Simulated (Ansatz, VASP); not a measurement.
LiCl: VASP beside Ansatz

POSCAR

```
LiCl
1.0
    0.0000000000      2.5262886000      2.6032314000
    2.5262886000      0.0000000000      2.6032314000
    2.5262886000      2.5262886000      0.0000000000
Li Cl
1 1
Direct
    0.0000000000      0.0000000000      0.0000000000
    0.5000000000      0.5000000000      0.5000000000
```

INCAR.step1

```
ALGO     = Normal         # electronic algorithm
EDIFF    = 1E-4           # SCF threshold, eV
ENCUT    = 520            # plane-wave cutoff, eV
GGA      = PE             # functional
ISMEAR   = 0              # smearing method
LASPH    = True           # aspherical terms in the spheres
LCHARG   = False          # write CHGCAR
LREAL    = False          # projectors in reciprocal space
LWAVE    = True           # write WAVECAR
NBANDS   = 12             # bands
NELM     = 60             # most SCF steps
PREC     = Accurate       # precision mode
SIGMA    = 0.05           # smearing width, eV
```

The input INCAR.step2:

```
ALGO     = Normal         # electronic algorithm
EDIFF    = 1E-6           # SCF threshold, eV
ENCUT    = 520            # plane-wave cutoff, eV
ISIF     = 2              # what is computed and relaxed
ISMEAR   = 0              # smearing method
ISTART   = 1            
LASPH    = True           # aspherical terms in the spheres
LCHARG   = False          # write CHGCAR
LMIXTAU  = True         
LREAL    = False          # projectors in reciprocal space
LWAVE    = False          # write WAVECAR
METAGGA  = R2SCAN         # meta-GGA
NBANDS   = 12             # bands
NELM     = 60             # most SCF steps
PREC     = Accurate       # precision mode
SIGMA    = 0.05           # smearing width, eV
```

Contents of KPOINTS:

```
k-points
0
Gamma
  8 8 8
```

Input for Ansatz:

```yaml
crystal:
  lattice:
    - [0.0, 2.5262886, 2.6032314]
    - [2.5262886, 0.0, 2.6032314]
    - [2.5262886, 2.5262886, 0.0]
  atoms:
    - { symbol: Li, position: [0.0, 0.0, 0.0] }
    - { symbol: Cl, position: [0.5, 0.5, 0.5] }
basis:
  ecutwfc: 500
kpoints:
  mp_grid: { grid: [8, 8, 8] }
hamiltonian:
  xc: r2scan
scf:
  occupations: { method: gaussian, width: 0.05 }
output:
  forces: true
  stress: true
  eigenvalues: true
```

Change from the starting cell: strain -0.015 along x and y, +0.015 along z, atoms carried along.

Alike in both runs: task single point; functional r2SCAN; k mesh 8 × 8 × 8; occupations gaussian, width 0.05 eV; no spin polarisation.

|  | VASP | Ansatz |
| --- | --- | --- |
| version | VASP 6.6.1 | Ansatz 0.2.0 |
| potentials or method | VASP PAW PBE potentials, release 64 (Li_sv, Cl), cutoff 520 eV | scalar-relativistic, plane waves, PAW |
| valence electrons in the cell | 10 | 10 |

|  | VASP | Ansatz | Ansatz less VASP |
| --- | --- | --- | --- |
| gap on the k mesh at the Fermi level (eV) | 7.34 | 7.27 | -0.070 |
| least direct gap on the mesh (eV) | 7.34 | 7.27 | -0.070 |

VASP's potentials were made for PBE, not for r2SCAN.

Noted on VASP's run: the cutoff is under 1.25 times that of the potentials, so the pressure is a little rough.
